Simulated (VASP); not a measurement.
# I2O3 (Pn-3m) in VASP: further runs

The runs below take I2O3 through single point, with PBE.

Everything below comes from runs of VASP 6.6.1. Logs are shortened: lines on timing, memory, paths and dates and some standing lists are left out, and cuts for length are marked.

**1. The cell of the first run**

It takes space group Pn-3m (No. 224, cubic). Conventional cell: a = 5.478 Å, b = 5.478 Å, c = 5.478 Å, α = 90.00°, β = 90.00°, γ = 90.00°. I (site symmetry -3m) has 6 O at 2.37 Å within 3.1 Å. Within 3.1 Å of O (site symmetry -42m) lie 4 I at 2.37 Å and 4 O at 2.74 Å.

**2. Single point, PBE**

File INCAR:

```
PREC = Accurate ; ENCUT = 520
EDIFF = 1E-6 ; ISMEAR = -1
SIGMA = 0.06122561905347299 ; LREAL = F
LASPH = T ; NELM = 80
ALGO = Normal ; ISIF = 2
LWAVE = F ; LCHARG = F
GGA = PE ; NBANDS = 43
```

File KPOINTS:

```
regular mesh
0
Gamma
  10 10 10
```

File POSCAR:

```
I2O3
1.0
    5.4778274968      0.0000000000      0.0000000000
    0.0000000000      5.4778274968      0.0000000000
    0.0000000000      0.0000000000      5.4778274968
I O
4 6
Direct
    0.2500000000      0.2500000000      0.2500000000
    0.7500000000      0.7500000000      0.2500000000
    0.7500000000      0.2500000000      0.7500000000
    0.2500000000      0.7500000000      0.7500000000
    0.5000000000      0.0000000000      0.0000000000
    0.0000000000      0.5000000000      0.0000000000
    0.0000000000      0.0000000000      0.5000000000
    0.5000000000      0.5000000000      0.0000000000
    0.5000000000      0.0000000000      0.5000000000
    0.0000000000      0.5000000000      0.5000000000
```

Potentials or basis: VASP PAW PBE potentials, release 64 (I, O).

Started as:

```console
$ cat potpaw_PBE.64/I/POTCAR potpaw_PBE.64/O/POTCAR > POTCAR
$ mpirun -np 1 vasp_std > vasp.out
```

OUTCAR:

```text
PREC = Accurate
   ENCUT = 520
   EDIFF = 1E-6
   ISMEAR = -1
   LREAL = F
   LASPH = T
   NELM = 80
   ISIF = 2
   GGA = PE

 ion  position               nearest neighbor table
   1  0.250  0.250  0.250-   5 2.37   6 2.37   7 2.37   8 2.37   9 2.37  10 2.37
   2  0.750  0.750  0.250-   5 2.37   6 2.37   7 2.37   8 2.37   9 2.37  10 2.37
   3  0.750  0.250  0.750-   5 2.37   6 2.37   7 2.37   8 2.37   9 2.37  10 2.37
   4  0.250  0.750  0.750-   5 2.37   6 2.37   7 2.37   8 2.37   9 2.37  10 2.37
   5  0.500  0.000  0.000-   1 2.37   2 2.37   3 2.37   4 2.37
   6  0.000  0.500  0.000-   1 2.37   2 2.37   3 2.37   4 2.37
   7  0.000  0.000  0.500-   1 2.37   2 2.37   3 2.37   4 2.37
   8  0.500  0.500  0.000-   1 2.37   2 2.37   3 2.37   4 2.37
   9  0.500  0.000  0.500-   1 2.37   2 2.37   3 2.37   4 2.37
  10  0.000  0.500  0.500-   1 2.37   2 2.37   3 2.37   4 2.37

  LATTYP: Found a simple cubic cell.
 ALAT       =     5.4778274968

  Lattice vectors:

 A1 = (   5.4778274968,   0.0000000000,   0.0000000000)
 A2 = (   0.0000000000,   5.4778274968,   0.0000000000)
 A3 = (   0.0000000000,   0.0000000000,   5.4778274968)

Analysis of symmetry for initial positions (statically):
=====================================================================
 Subroutine PRICEL returns:
 Original cell was already a primitive cell.

 Routine SETGRP: Setting up the symmetry group for a
 simple cubic supercell.

 Subroutine GETGRP returns: Found 48 space group operations
 (whereof 24 operations were pure point group operations)
 out of a pool of 48 trial point group operations.

The static configuration has the point symmetry T_d .
 The point group associated with its full space group is O_h .

Analysis of symmetry for dynamics (positions and initial velocities):
=====================================================================
 Subroutine PRICEL returns:
 Original cell was already a primitive cell.

 Routine SETGRP: Setting up the symmetry group for a
 simple cubic supercell.

 Subroutine GETGRP returns: Found 48 space group operations
 (whereof 24 operations were pure point group operations)
 out of a pool of 48 trial point group operations.

The dynamic configuration has the point symmetry T_d .
 The point group associated with its full space group is O_h .

 Subroutine INISYM returns: Found 48 space group operations
[... 113 lines left out ...]
   EDIFF  = 0.1E-05   stopping-criterion for ELM
   LREAL  =      F    real-space projection
   EDIFFG = 0.1E-04   stopping-criterion for IOM
   NSW    =      0    number of steps for IOM
   IBRION =     -1    ionic relax: 0-MD 1-quasi-New 2-CG
   NFREE  =      0    steps in history (QN), initial steepest desc. (CG)
   ISIF   =      2    stress and relaxation
   ISYM   =      2    0-nonsym 1-usesym 2-fastsym
   POTIM  = 0.5000    time-step for ionic-motion
   TEBEG  =    0.0;   TEEND  =   0.0 temperature during run
   PSTRESS=    0.0 pullay stress
   NELECT =      64.0000    total number of electrons
   NUPDOWN=      -1.0000    fix difference up-down
   EMIN   =  10.00;   EMAX   =-10.00  energy-range for DOS
   EFERMI =   0.00;   METHOD = LEGACY
   ISMEAR =    -1;   SIGMA  =   0.06  broadening in eV -4-tet -1-fermi 0-gaus
   EFERMI_NEDOS =   21; number of points for ismear=-14 and -15
   IALGO  =     38    algorithm
   IMIX   =      4    mixing-type and parameters
     AMIX     =   0.40;   BMIX     =  1.00
     AMIX_MAG =   1.60;   BMIX_MAG =  1.00
  volume/ion in A,a.u.               =      16.44       110.92
  Fermi-wavevector in a.u.,A,eV,Ry     =   1.195436  2.259047 19.443653  1.429068
  Thomas-Fermi vector in A             =   2.331402
   LORBIT       =      0    0 simple, 1 ext, 2 COOP (PROOUT), +10 PAW based schemes
   GGA     = PE    functional components
[... 5 lines left out ...]
 non-spin polarized calculation
  energy-cutoff  :      520.00
  volume of cell :      164.37
 maximum number of plane-waves:      4468
 NGX is ok and might be reduce to    42
   NGX = 21   NGY = 21   NGZ = 21

 number of electron      64.0000005 magnetization

 Free energy of the ion-electron system (eV)
  ---------------------------------------------------
  ext. energy  EPLUGINS =         0.00000000
  ---------------------------------------------------
  free energy    TOTEN  =       -32.68136446 eV

  energy without entropy =      -32.62502965  energy(sigma->0) =      -32.65319705

 E-fermi :   6.6051     XC(G=0): -10.1659

 val. band max:        6.6017656626   @ k =   0.4000   0.1000   0.0000
 cond. band min:       6.6157237662   @ k =   0.4000   0.4000   0.2000
 fundamental gap:      0.0139581037
 Fermi energy:         6.6050537468

 k-point     1 :       0.0000    0.0000    0.0000
  band No.  band energies     occupation
      1     -13.6397      2.00000
      2     -12.2786      2.00000
      3     -12.2786      2.00000
      4     -11.3258      2.00000
      5     -11.3258      2.00000
      6     -11.2085      2.00000
[... 1093 lines left out ...]
     42      12.6486      0.00000
     43      12.7430      0.00000

 [... further k-points ...]

------------------------ aborting loop because EDIFF is reached ----------------------------------------

  FORCE on cell =-STRESS in cart. coord.  units (eV):
  Direction    XX          YY          ZZ          XY          YZ          ZX
  --------------------------------------------------------------------------------------
  -------------------------------------------------------------------------------------
  Total        1.4923702      1.4923702      1.4923702      0.0000000      0.0000000     -0.0000000
  in kB       14.5466205     14.5466205     14.5466205      0.0000000      0.0000000     -0.0000000
  external PRESSURE =      14.5466205 kB  Pullay stress =       0.0000000 kB

 VOLUME and BASIS-vectors are now :
 -----------------------------------------------------------------------------
  energy-cutoff  :      520.00
  volume of cell :      164.37
      direct lattice vectors                 reciprocal lattice vectors
     5.477827497  0.000000000  0.000000000     0.182554124  0.000000000  0.000000000
     0.000000000  5.477827497  0.000000000     0.000000000  0.182554124  0.000000000
     0.000000000  0.000000000  5.477827497     0.000000000  0.000000000  0.182554124

 POSITION                                       TOTAL-FORCE (eV/Angst)
 -----------------------------------------------------------------------------------
      1.36946      1.36946      1.36946         0.000000      0.000000      0.000000
      4.10837      4.10837      1.36946         0.000000     -0.000000     -0.000000
      4.10837      1.36946      4.10837         0.000000      0.000000      0.000000
      1.36946      4.10837      4.10837        -0.000000      0.000000     -0.000000
      2.73891      0.00000      0.00000        -0.000000      0.000000      0.000000
      0.00000      2.73891      0.00000        -0.000000     -0.000000      0.000000
      0.00000      0.00000      2.73891        -0.000000      0.000000     -0.000000
      2.73891      2.73891      0.00000        -0.000000     -0.000000     -0.000000
      2.73891      0.00000      2.73891         0.000000      0.000000     -0.000000
      0.00000      2.73891      2.73891         0.000000     -0.000000     -0.000000
 -----------------------------------------------------------------------------------
    total drift:                               -0.000000      0.000000     -0.000000

  FREE ENERGIE OF THE ION-ELECTRON SYSTEM (eV)
  ---------------------------------------------------
  free  energy   TOTEN  =       -32.6813644586 eV

  energy  without entropy=      -32.6250296475  energy(sigma->0) =      -32.65319705
```

stdout:

```text
POSCAR found type information on POSCAR I O
 POSCAR found :  2 types and      10 ions
 scaLAPACK will be used
 LDA part: xc-table for (Slater+PW92), standard interpolation
 POSCAR, INCAR and KPOINTS ok, starting setup
 FFT: planning ... GRIDC
 FFT: planning ... GRID_SOFT
 FFT: planning ... GRID
 WAVECAR not read
 entering main loop
```

Run time: 13 min. Hardware: 1 thread of Oxide Virtual Turin-like, shared host; peak memory 0.4 GiB.

What came out:

```
Free energy            : -32.6814 eV
Pressure               : 1.5 GPa
Band gap on the k mesh : zero (bands 32 and 33 overlap by 0.81 eV)
```

Caveat: spin-orbit coupling is left out, which moves the levels of the heavy elements.

**3. Single point, PBE**

This run uses another cell than the first one, of 16.77 Å³/atom.

File INCAR:

```
SYSTEM = I2O3
PREC = Accurate ; ENCUT = 520
EDIFF = 1E-7 ; ISMEAR = -1
SIGMA = 0.06122561905347299 ; LREAL = .False.
LASPH = .True. ; NELM = 80
ALGO = Normal ; ISIF = 2
LWAVE = .False. ; LCHARG = .False.
GGA = PE ; NBANDS = 43
```

File KPOINTS:

```
regular mesh
0
Gamma
  10 10 10
  0 0 0
```

Changes to POSCAR since step 2:

```diff
@@ -2,5 +2,5 @@
 1.0
-    5.4778274968      0.0000000000      0.0000000000
-    0.0000000000      5.4778274968      0.0000000000
-    0.0000000000      0.0000000000      5.4778274968
+    5.5148409675      0.0000000000      0.0000000000
+    0.0000000000      5.5148409675      0.0000000000
+    0.0000000000      0.0000000000      5.5148409675
 I O
```

Potentials or basis: VASP PAW PBE potentials, release 64 (I, O).

Started as:

```console
$ cat potpaw_PBE.64/I/POTCAR potpaw_PBE.64/O/POTCAR > POTCAR
$ mpirun -np 1 vasp_std > vasp.out
```

Run time: 15 min. Hardware: 1 thread of Oxide Virtual Turin-like, shared host; peak memory 0.41 GiB.

It converged, with:

* Free energy: -32.6945 eV
* Pressure: -0.4 GPa
* Band gap on the k mesh: zero (bands 32 and 33 overlap by 0.81 eV)

Levels at points of the mesh, in eV from the Fermi level:
| k point | band 28 | band 29 | band 30 | band 31 | band 32 | band 33 | band 34 | band 35 | band 36 | band 37 |
| --- | --- | --- | --- | --- | --- | --- | --- | --- | --- | --- |
| (0.00, 0.00, 0.00) | -2.22 | -2.22 | -1.17 | -1.17 | -0.38 | -0.38 | -0.38 | 1.58 | 1.58 | 1.58 |
| (0.50, 0.00, 0.00) | -2.19 | -1.92 | -1.92 | 0.02 | 0.02 | 0.17 | 0.17 | 1.60 | 1.60 | 1.63 |
| (0.50, 0.50, 0.00) | -1.99 | -1.40 | -1.40 | -0.50 | -0.50 | 1.06 | 1.06 | 1.48 | 1.48 | 1.77 |
| (0.50, 0.50, 0.50) | -2.13 | -2.13 | -2.13 | -1.43 | 0.41 | 1.77 | 1.77 | 1.81 | 1.81 | 1.81 |

Caveat: spin-orbit coupling is left out, which moves the levels of the heavy elements.
